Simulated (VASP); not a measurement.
# C (Fm-3m) in VASP: a series of runs

C is run at these levels: PBEsol; tasks: single point, relaxation of cell and atoms.

Program: VASP 6.6.1. These are calculated values, not measurements. Logs are shortened: lines on timing, memory, paths and dates and some standing lists are left out, and cuts for length are marked.

## (1) The cell of the first run

Symmetry: Fm-3m, No. 225, cubic system. The conventional cell has a = 3.035 Å, b = 3.035 Å, c = 3.035 Å, α = 90.00°, β = 90.00°, γ = 90.00°. C (site symmetry m-3m) has 12 C at 2.15 Å within 2.8 Å.

## (2) Single point, PBEsol

INCAR reads:

```
PREC = Accurate
ENCUT = 520
EDIFF = 1E-6
ISMEAR = 0
SIGMA = 0.1
LREAL = False
LASPH = True
NELM = 60
ALGO = Normal
ISIF = 2
LWAVE = False
LCHARG = True
GGA = PS
LELF = True
LVHAR = True
NBANDS = 8
```

KPOINTS reads:

```
regular mesh
0
Gamma
  30 30 30
```

POSCAR reads:

```
C
1.0
    0.0000000000      1.5174056838      1.5174056838
    1.5174056838      0.0000000000      1.5174056838
    1.5174056838      1.5174056838      0.0000000000
C
1
Direct
    0.0000000000      0.0000000000      0.0000000000
```

Potentials or basis: VASP PAW PBE potentials, release 64 (C).

The run is started by

```
> cat potpaw_PBE.64/C/POTCAR > POTCAR
> mpirun -np 1 vasp_std > vasp.out
```

OUTCAR:

```text
PREC = Accurate
   ENCUT = 520
   EDIFF = 1E-6
   ISMEAR = 0
   LREAL = False
   LASPH = True
   NELM = 60
   ISIF = 2
   GGA = PS

 ion  position               nearest neighbor table
   1  0.000  0.000  0.000-

  LATTYP: Found a face centered cubic cell.
 ALAT       =     3.0348113676

  Lattice vectors:

 A1 = (   0.0000000000,   1.5174056838,   1.5174056838)
 A2 = (   1.5174056838,   0.0000000000,   1.5174056838)
 A3 = (   1.5174056838,   1.5174056838,   0.0000000000)

Analysis of symmetry for initial positions (statically):
=====================================================================
 Subroutine PRICEL returns:
 Original cell was already a primitive cell.

 Routine SETGRP: Setting up the symmetry group for a
 face centered cubic supercell.

 Subroutine GETGRP returns: Found 48 space group operations
 (whereof 48 operations were pure point group operations)
 out of a pool of 48 trial point group operations.

The static configuration has the point symmetry O_h .

Analysis of symmetry for dynamics (positions and initial velocities):
=====================================================================
 Subroutine PRICEL returns:
 Original cell was already a primitive cell.

 Routine SETGRP: Setting up the symmetry group for a
 face centered cubic supercell.

 Subroutine GETGRP returns: Found 48 space group operations
 (whereof 48 operations were pure point group operations)
 out of a pool of 48 trial point group operations.

The dynamic configuration has the point symmetry O_h .

 Subroutine INISYM returns: Found 48 space group operations
 (whereof 48 operations are pure point group operations),
 and found     1 'primitive' translations

----------------------------------------------------------------------------------------

                                     Primitive cell

  volume of cell :       6.9877

  direct lattice vectors                    reciprocal lattice vectors
     0.000000000  1.517405684  1.517405684    -0.329509771  0.329509771  0.329509771
     1.517405684  0.000000000  1.517405684     0.329509771 -0.329509771  0.329509771
     1.517405684  1.517405684  0.000000000     0.329509771  0.329509771 -0.329509771

  length of vectors
     2.145935698  2.145935698  2.145935698     0.570727666  0.570727666  0.570727666

  position of ions in fractional coordinates (direct lattice)
     0.000000000  0.000000000  0.000000000

  ion indices of the primitive-cell ions
   primitive index   ion index
                 1           1

----------------------------------------------------------------------------------------

 KPOINTS: regular mesh

Automatic generation of k-mesh.
 Grid dimensions read from file:
 generate k-points for:   30   30   30

 Generating k-lattice:

  Cartesian coordinates                     Fractional coordinates (reciprocal lattice)
    -0.010983659  0.010983659  0.010983659     0.033333333  0.000000000  0.000000000
     0.010983659 -0.010983659  0.010983659     0.000000000  0.033333333  0.000000000
     0.010983659  0.010983659 -0.010983659     0.000000000  0.000000000  0.033333333

  Length of vectors
     0.019024256  0.019024256  0.019024256

  Shift w.r.t. Gamma in fractional coordinates (k-lattice)
     0.000000000  0.000000000  0.000000000

 Subroutine IBZKPT returns following result:
 ===========================================

 Found    752 irreducible k-points:

 Following reciprocal coordinates:
            Coordinates               Weight
  0.000000  0.000000  0.000000      1.000000
  0.033333  0.000000  0.000000      8.000000
  0.066667  0.000000  0.000000      8.000000
  0.100000  0.000000  0.000000      8.000000
  0.133333  0.000000  0.000000      8.000000
  0.166667  0.000000  0.000000      8.000000
[... 16 lines left out ...]
  0.233333  0.033333  0.000000     24.000000
  0.266667  0.033333  0.000000     24.000000
 [... further k-points ...]
   k-points           NKPTS =    752   k-points in BZ     NKDIM =    752   number of bands    NBANDS=      8
   number of dos      NEDOS =    301   number of ions     NIONS =      1
   total plane-waves  NPLWV =   4096
   dimension x,y,z NGX =    16 NGY =   16 NGZ =   16
   dimension x,y,z NGXF=    32 NGYF=   32 NGZF=   32
   ions per type =               1
   NGX,Y,Z   is equivalent  to a cutoff of  12.40, 12.40, 12.40 a.u.
   NGXF,Y,Z  is equivalent  to a cutoff of  24.79, 24.79, 24.79 a.u.
 SYSTEM =  unknown system
   PREC   = accura    normal or accurate (medium, high low for compatibility)
   ISTART =      0    job   : 0-new  1-cont  2-samecut
   ICHARG =      2    charge: 1-file 2-atom 10-const
   ISPIN  =      1    spin polarized calculation?
   LNONCOLLINEAR =      F non collinear calculations
   LSORBIT =      F    spin-orbit coupling
   LASPH  =      T    aspherical Exc in radial PAW
   ENCUT  =  520.0 eV  38.22 Ry    6.18 a.u.   3.99  3.99  3.99*2*pi/ulx,y,z
   NELM   =     60;   NELMIN=  2; NELMDL= -5     # of ELM steps
   EDIFF  = 0.1E-05   stopping-criterion for ELM
   LREAL  =      F    real-space projection
   EDIFFG = 0.1E-04   stopping-criterion for IOM
   NSW    =      0    number of steps for IOM
   IBRION =     -1    ionic relax: 0-MD 1-quasi-New 2-CG
   NFREE  =      0    steps in history (QN), initial steepest desc. (CG)
   ISIF   =      2    stress and relaxation
   ISYM   =      2    0-nonsym 1-usesym 2-fastsym
   POTIM  = 0.5000    time-step for ionic-motion
   TEBEG  =    0.0;   TEEND  =   0.0 temperature during run
   PSTRESS=    0.0 pullay stress
   NELECT =       4.0000    total number of electrons
   NUPDOWN=      -1.0000    fix difference up-down
   EMIN   =  10.00;   EMAX   =-10.00  energy-range for DOS
   EFERMI =   0.00;   METHOD = LEGACY
   ISMEAR =     0;   SIGMA  =   0.10  broadening in eV -4-tet -1-fermi 0-gaus
   EFERMI_NEDOS =   21; number of points for ismear=-14 and -15
   IALGO  =     38    algorithm
   IMIX   =      4    mixing-type and parameters
     AMIX     =   0.40;   BMIX     =  1.00
     AMIX_MAG =   1.60;   BMIX_MAG =  1.00
  volume/ion in A,a.u.               =       6.99        47.16
  Fermi-wavevector in a.u.,A,eV,Ry     =   1.359304  2.568711 25.139569  1.847706
  Thomas-Fermi vector in A             =   2.486063
   LORBIT       =      0    0 simple, 1 ext, 2 COOP (PROOUT), +10 PAW based schemes
   GGA     = PS    functional components
   LHFCALC =     F    Hartree Fock is set to
   AEXX    =    0.0000 exact exchange contribution
   IVDW    =     0    specifies the selected vdW correction
   LEPSILON=     F    determine dielectric tensor
   LRPA    =     F    only Hartree local field effects (RPA)
 non-spin polarized calculation
 Gauss-broadening in eV      SIGMA  =   0.10
  energy-cutoff  :      520.00
  volume of cell :        6.99
 maximum number of plane-waves:       200
   NGX =  7   NGY =  7   NGZ =  7

 number of electron       4.0000000 magnetization

 Free energy of the ion-electron system (eV)
  ---------------------------------------------------
  ext. energy  EPLUGINS =         0.00000000
  ---------------------------------------------------
  free energy    TOTEN  =        -5.18881895 eV

  energy without entropy =       -5.18657295  energy(sigma->0) =       -5.18769595

 E-fermi :   8.2353     XC(G=0): -13.0057

 val. band max:        8.2309088715   @ k =   0.4667   0.3000   0.1333
 cond. band min:       8.2417919739   @ k =  -0.4667   0.3667   0.1333
 fundamental gap:      0.0108831024
 Fermi energy:         8.2353084802

 k-point     1 :       0.0000    0.0000    0.0000
  band No.  band energies     occupation
      1     -11.1734      2.00000
      2      16.5863      0.00000
      3      16.5863      0.00000
      4      16.5863      0.00000
      5      38.7248      0.00000
      6      38.7248      0.00000
      7      38.7248      0.00000
      8      40.4473      0.00000

 k-point     2 :       0.0333    0.0000    0.0000
  band No.  band energies     occupation
      1     -11.1278      2.00000
      2      16.4438      0.00000
      3      16.5609      0.00000
      4      16.5609      0.00000
      5      38.1621      0.00000
      6      38.7968      0.00000
      7      38.7968      0.00000
      8      40.4186      0.00000

 k-point     3 :       0.0667    0.0000    0.0000
  band No.  band energies     occupation
      1     -10.9907      2.00000
      2      16.0228      0.00000
      3      16.4875      0.00000
      4      16.4875      0.00000
      5      37.0791      0.00000
      6      38.9994      0.00000
      7      38.9994      0.00000
      8      40.3326      0.00000

 k-point     4 :       0.1000    0.0000    0.0000
  band No.  band energies     occupation
      1     -10.7625      2.00000
      2      15.3361      0.00000
      3      16.3715      0.00000
      4      16.3715      0.00000
      5      36.0176      0.00000
      6      39.2889      0.00000
      7      39.2889      0.00000
      8      40.1894      0.00000

 k-point     5 :       0.1333    0.0000    0.0000
  band No.  band energies     occupation
      1     -10.4432      2.00000
      2      14.4087      0.00000
      3      16.2216      0.00000
      4      16.2216      0.00000
      5      35.1328      0.00000
      6      39.5786      0.00000
      7      39.5786      0.00000
      8      39.9904      0.00000
[... 177 lines left out ...]
 k-point    22 :       0.2000    0.0333    0.0000
  band No.  band energies     occupation
      1      -9.6695      2.00000
      2      12.4423      0.00000
      3      15.6290      0.00000
      4      16.0654      0.00000
      5      33.9811      0.00000
      6      38.7458      0.00000
      7      39.9331      0.00000
      8      40.1580      0.00000

 k-point    23 :       0.2333    0.0333    0.0000
  band No.  band energies     occupation
      1      -9.1097      2.00000
      2      11.0724      0.00000
      3      15.4284      0.00000
      4      15.8792      0.00000
      5      33.6531      0.00000
      6      38.1471      0.00000
      7      39.6714      0.00000
      8      40.0986      0.00000

 k-point    24 :       0.2667    0.0333    0.0000
  band No.  band energies     occupation
      1      -8.4607      2.00000
      2       9.6138      0.00000
      3      15.2410      0.00000
      4      15.6838      0.00000
      5      33.4656      0.00000
      6      37.5060      0.00000
      7      39.1998      0.00000
      8      39.8932      0.00000

 [... further k-points ...]

------------------------ aborting loop because EDIFF is reached ----------------------------------------

  FORCE on cell =-STRESS in cart. coord.  units (eV):
  Direction    XX          YY          ZZ          XY          YZ          ZX
  --------------------------------------------------------------------------------------
  -------------------------------------------------------------------------------------
  Total        0.0093024      0.0093024      0.0093024     -0.0000000     -0.0000000     -0.0000000
  in kB        2.1328891      2.1328891      2.1328891     -0.0000000     -0.0000000     -0.0000000
  external PRESSURE =       2.1328891 kB  Pullay stress =       0.0000000 kB

 VOLUME and BASIS-vectors are now :
 -----------------------------------------------------------------------------
  energy-cutoff  :      520.00
  volume of cell :        6.99
      direct lattice vectors                 reciprocal lattice vectors
     0.000000000  1.517405684  1.517405684    -0.329509771  0.329509771  0.329509771
     1.517405684  0.000000000  1.517405684     0.329509771 -0.329509771  0.329509771
     1.517405684  1.517405684  0.000000000     0.329509771  0.329509771 -0.329509771

 POSITION                                       TOTAL-FORCE (eV/Angst)
 -----------------------------------------------------------------------------------
      0.00000      0.00000      0.00000        -0.000000      0.000000     -0.000000
 -----------------------------------------------------------------------------------
    total drift:                               -0.000000      0.000000     -0.000000

  FREE ENERGIE OF THE ION-ELECTRON SYSTEM (eV)
  ---------------------------------------------------
  free  energy   TOTEN  =        -5.1888189514 eV

  energy  without entropy=       -5.1865729456  energy(sigma->0) =       -5.18769595
```

It took 11 s on 1 thread of Intel Xeon 6975P-C, shared host; peak memory 0.14 GiB.

What came out:

```
Free energy            : -5.1888 eV
Pressure               : 0.2 GPa
Band gap on the k mesh : zero (band 2 reaches 16.59 eV, above the bottom of band 3 at 4.88 eV)
```

Caveat: the PAW data sets were made with another functional, which shifts forces and pressure a little.

## (3) Relaxation of cell and atoms, PBEsol

This run uses another cell than the first one, of 7.17 Å³/atom, 1.026 times its volume.

INCAR reads:

```
PREC = Accurate
ENCUT = 600
EDIFF = 1E-6
ISMEAR = 0
SIGMA = 0.1
LREAL = False
LASPH = True
NELM = 80
ALGO = Normal
ISIF = 3
LWAVE = False
LCHARG = False
GGA = PS
IBRION = 2
NSW = 100
EDIFFG = -0.01
```

KPOINTS is that of step 2.

POSCAR reads:

```
C
1.0
    0.0000000000      1.5303291895      1.5303291895
    1.5303291895      0.0000000000      1.5303291895
    1.5303291895      1.5303291895      0.0000000000
C
1
Direct
    0.0000000000      0.0000000000      0.0000000000
```

Potentials or basis: VASP PAW PBE potentials, release 64 (C).

The run is started by

```
> cat potpaw_PBE.64/C/POTCAR > POTCAR
> mpirun -np 1 vasp_std > vasp.out
```

Run time: 32 s. Hardware: 1 thread of Intel Xeon 6975P-C, shared host; peak memory 0.14 GiB.

Results (log left out):

| Item | Value |
| --- | --- |
| Free energy | -5.1895 eV |
| Relaxed volume | 6.98 Å³/atom |
| Relaxed cell | a = 2.145 Å, b = 2.145 Å, c = 2.145 Å, α = 60.00°, β = 60.00°, γ = 60.00° |
| Space group after relaxing (to 0.05 Å) | Fm-3m (No. 225) |
| Energy gained by relaxing | 2.3 meV/atom |
| Ionic steps | 2 |
| Pressure after relaxing | 0.2 GPa |
| Band gap on the k mesh | zero (band 2 reaches 16.61 eV, above the bottom of band 3 at 4.89 eV) |

The path:
| step | energy change (eV) | largest force (eV/Å) | pressure (GPa) | volume (Å³) |
| --- | --- | --- | --- | --- |
| 1 | 0.0000 | 0.0000 | -4.08 | 7.17 |
| 2 | -0.0023 | 0.0000 | 0.23 | 6.98 |

Final structure:
```xyz
1
Lattice="0.0000 1.5168 1.5168 1.5168 0.0000 1.5168 1.5168 1.5168 0.0000" Properties=species:S:1:pos:R:3 pbc="T T T"
C     1.5168    0.0000    1.5168
```

Levels at points of the mesh, in eV from the Fermi level:
```tsv
k point	band 1	band 2	band 3	band 4	band 5	band 6
(0.00, 0.00, 0.00)	-19.42	8.36	8.36	8.36	30.50	30.50
(0.50, 0.00, 0.00)	-9.57	-9.19	6.54	6.54	25.40	27.83
(0.50, 0.50, 0.00)	-7.19	-5.43	2.29	2.29	14.92	16.31
```

Caveat: the PAW data sets were made with another functional, which shifts forces and pressure a little.
